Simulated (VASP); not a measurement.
**Ag: single point with PBEsol+D4**

The system is Ag.

```xyz
1
Lattice="0.0000 2.0010 2.0010 2.0010 0.0000 2.0010 2.0010 2.0010 0.0000" Properties=species:S:1:pos:R:3 pbc="T T T"
Ag    0.0000    0.0000    0.0000
```

This cell differs from its parent crystal: volume scaled by 0.94.

```json
{
  "Program": "VASP 6.6.1",
  "Task": "single point",
  "Functional": "PBEsol",
  "Dispersion": "D4",
  "Potentials or basis": "VASP PAW PBE potentials, release 64 (Ag)",
  "Cutoff": "520 eV",
  "k mesh": "8 × 8 × 8",
  "Occupations": "methfessel-paxton, width 0.1 eV",
  "Spin": "non-collinear spin, zero start, spin-orbit coupling",
  "Starting moments": "[[0.0, 0.0, 0.0]] μB"
}
```

```
Pressure                                              : 2.2 GPa
Net moment                                            : 0.00 μB per cell
Valence electrons inside the program's atomic spheres : Ag 9.94
Dispersion energy per atom                            : -0.351 eV
```

Moments on the atoms (μB; x, y, z):
```
Ag  0.00 0.00 0.00
```

It took 20 s on 1 thread of Intel(R) Xeon(R) Platinum 8259CL CPU @ 2.50GHz (Skylake/Cascade Lake), on a shared host, peak memory 0.2 GiB.

Caveat: the PAW data sets were made with another functional, which shifts forces and pressure a little.
